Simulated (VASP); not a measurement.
Set up this calculation in VASP 6.6.1, as the native input.

```yaml
Task: single point
Functional: PBE
Potentials_or_basis: VASP PAW PBE potentials, release 64 (Hf_pv, N, O)
Cutoff: 520 eV
k_mesh: 6 × 6 × 6
Occupations: gaussian, width 0.1 eV
Spin: no spin polarisation
Dipole_correction: no
Further_INCAR_settings: ALGO = Normal; EDIFF = 1e-06; NBANDS = 24
```

The structure of Hf2NO lies in POSCAR:

```
Hf2NO
1.0
    1.5891307024      0.9174850405      5.4830503307
   -1.5891307024      0.9174850405      5.4830503307
    0.0000000000     -1.8349700760      5.4830503316
Hf N O
2 1 1
Direct
    0.2562253645      0.2562253645      0.2562253645
    0.7437746355      0.7437746355      0.7437746355
    0.0000000000      0.0000000000      0.0000000000
    0.5000000000      0.5000000000      0.5000000000
```

The cell was generated, and may not be a known phase.

One way to write it, as run:

INCAR

```
ALGO = Normal
EDIFF = 1E-6
ENCUT = 520
GGA = PE
ISIF = 2
ISMEAR = 0
LASPH = True
LCHARG = True
LELF = True
LREAL = False
LVHAR = True
LWAVE = False
NBANDS = 24
NELM = 100
PREC = Accurate
SIGMA = 0.1
```

KPOINTS

```
k-points
0
Gamma
  6 6 6
```

Potentials or basis: VASP PAW PBE potentials, release 64 (Hf_pv, N, O).

The run is started by

```sh
$ cat potpaw_PBE.64/Hf_pv/POTCAR potpaw_PBE.64/N/POTCAR potpaw_PBE.64/O/POTCAR > POTCAR
$ mpirun -np 1 vasp_std > vasp.out
```

It gave:

- Pressure: -2.7 GPa
- Largest force: 0.021 eV/Å
- Band gap on the k mesh: zero (an odd number of electrons rules out a gap without spin polarisation)

Caveat: the k points lie up to 0.39 Å⁻¹ apart, too coarse for converged energies and pressures of a metal; spin-orbit coupling is left out, which moves the levels of the heavy elements; an odd number of electrons without spin polarisation forces a metal; a magnetic or distorted state may lie lower.

Wall time 54 s on 1 thread of Intel(R) Xeon(R) 6975P-C (Granite Rapids), with other jobs on the host, peak memory 0.35 GiB.
